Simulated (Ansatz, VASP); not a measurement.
One calculation of Hg, two programs

```xyz
1
Lattice="-1.8767 1.8767 1.9168 1.8767 -1.8767 1.9168 1.8767 1.8767 -1.9168" Properties=species:S:1:pos:R:3 pbc="T T T"
Hg    0.0000    0.0000    1.9168
```

Alike in both runs: functional r2SCAN; dispersion D4; k mesh 10 × 10 × 10; occupations fermi-dirac, width 0.05 eV; no spin polarisation.

|  | VASP | Ansatz |
| --- | --- | --- |
| version | VASP 6.6.1 | Ansatz 0.2.0 |
| potentials or method | VASP PAW PBE potentials, release 64 (Hg) | Ansatz PAW large core |
| plane-wave cutoff (eV) | 550 | 500 |
| valence electrons in the cell | 12 | 12 |
| task | single point | atomic charges |

Ansatz gave:

```
gap on the k mesh at the Fermi level (eV) : none
pressure (GPa)                            : -0.6
```

**Question.** Which values does VASP return?

**Answer.** gap on the k mesh at the Fermi level (eV): none; pressure (GPa): -0.4.

VASP's potentials were made for PBE, not for r2SCAN. A gap of «none» marks a metal or a gap that the smearing closes.

Spin-orbit coupling is off throughout.
